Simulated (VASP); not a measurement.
Input of a VASP 6.6.1 run:

Contents of INCAR:

```
SYSTEM = SiC
PREC = Accurate
ENCUT = 600
EDIFF = 1E-6
ISMEAR = 0
SIGMA = 0.05
LREAL = .False.
LASPH = .True.
NELM = 120
ALGO = Normal
ISIF = 2
LWAVE = .False.
LCHARG = .False.
GGA = CA
NBANDS = 16
GGA_COMPAT = .False.
```

File KPOINTS:

```
Automatic mesh
0
Gamma
  10 10 6
  0 0 0
```

The input POSCAR:

```
SiC
1.0
    0.0000000000     -2.1644105396     -2.2654885118
    0.0000000000      2.1644105396     -2.2654885118
    4.3288210792      0.0000000000      0.0000000000
Si C
2 2
Direct
    0.5055442347      0.5055442347      0.5000000000
   -0.0055442347     -0.0055442347      0.0000000000
    0.0037533981      0.4962466019      0.2500000000
    0.4962466019      0.0037533981      0.7500000000
```

Potentials or basis: VASP PAW LDA potentials, release 64 (Si, C).

Run with:

```bash
$ cat potpaw_LDA.64/Si/POTCAR potpaw_LDA.64/C/POTCAR > POTCAR
$ mpirun -np 1 vasp_std > vasp.out
```

(1) What does it give for the band gap on the k mesh?

(2) What does it give for the largest force?

Answers

(1) 1.08 eV.

(2) 0.329 eV/Å.

Caveat: the cell differs from its parent crystal (atoms displaced along a vibrational mode, the cell strained); the cell stands under tension.
